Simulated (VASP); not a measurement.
# HfB: single point with PBEsol

The system is HfB.

```
Hf B
1.0
     0.00000    2.39370    2.39370
     2.50549    0.00000    2.39370
     2.50549    2.39370    0.00000
Hf B
1 1
Direct
  0.49905 0.50095 0.50095
  0.01573 0.98427 0.98427
```

This cell differs from its parent crystal: atoms displaced along a vibrational mode, the cell strained.

```
Program             : VASP 6.6.1
Task                : single point
Functional          : PBEsol
Potentials or basis : VASP PAW PBE potentials, release 64 (Hf_pv, B)
Cutoff              : 520 eV
k mesh              : 16 × 16 × 16
Occupations         : gaussian, width 0.15 eV
Spin                : no spin polarisation
```

```json
{"Pressure": "-6.4 GPa", "Largest force": "0.420 eV/Å", "Band gap on the k mesh": "zero (an odd number of electrons rules out a gap without spin polarisation)"}
```

Forces on the atoms (eV/Å):
```
Hf  -0.420  0.000  0.000
B    0.420  0.000  0.000
```

Stress tensor (GPa, compression positive):
```
-14.68   0.00   0.00
  0.00  -2.30   0.00
  0.00   0.00  -2.30
```

Levels at points of the mesh, in eV from the Fermi level:
```tsv
k point	band 3	band 4	band 5	band 6	band 7	band 8	band 9	band 10	band 11	band 12
(0.00, 0.00, 0.00)	-29.04	-9.06	1.68	2.03	2.03	2.77	3.76	3.76	3.87	4.00
(0.50, 0.00, 0.00)	-29.08	-4.65	-4.39	-1.20	-1.07	5.37	5.64	6.34	7.54	11.68
(0.50, 0.50, 0.00)	-29.22	-6.25	-1.11	-0.87	1.76	1.94	5.25	6.33	6.84	7.55
(0.00, 0.50, 0.50)	-29.17	-6.40	-1.55	-0.76	2.13	2.13	5.25	6.58	6.58	7.27
```

It took 66 s on 1 thread of Intel(R) Xeon(R) 6975P-C (Granite Rapids), on a shared host, peak memory 0.28 GiB.

Caveat: the cell differs from its parent crystal (atoms displaced along a vibrational mode, the cell strained); the cell stands under tension; the PAW data sets were made with another functional, which shifts forces and pressure a little; spin-orbit coupling is left out, which moves the levels of the heavy elements.
